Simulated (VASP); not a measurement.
A run of VASP 6.6.1 is set up as follows.

File INCAR:

```
SYSTEM = Ba
  PREC = Accurate
  ENCUT = 520
  EDIFF = 1E-7
  ISMEAR = 0
  SIGMA = 0.15
  LREAL = .FALSE.
  LASPH = .TRUE.
  NELM = 100
  ALGO = Fast
  ISIF = 2
  LWAVE = .FALSE.
  LCHARG = .FALSE.
  NBANDS = 11
```

KPOINTS

```
regular mesh
0
G
  14 14 14
  0 0 0
```

File POSCAR:

```
Ba
1.0
   -2.7000000000      2.7000000000      2.4000000000
    2.7000000000     -2.7000000000      2.4000000000
    2.7000000000      2.7000000000     -2.4000000000
Ba
1
Direct
    0.0000000000      0.0000000000      0.0000000000
```

Potentials or basis: VASP PAW LDA potentials, release 64 (Ba_sv).

Run with:

```sh
$ cat potpaw_LDA.64/Ba_sv/POTCAR > POTCAR
$ mpirun -np 1 vasp_std > vasp.out
```

(1) What does it give for the band gap on the k mesh?

(2) Predict the pressure.

Results:

(1) zero (band 5 reaches 1.47 eV, above the bottom of band 6 at 0.76 eV).

(2) -1.8 GPa.

Caveat: the cell differs from its parent crystal (strain +0.080 along x and y, -0.040 along z); spin-orbit coupling is left out, which moves the levels of the heavy elements.
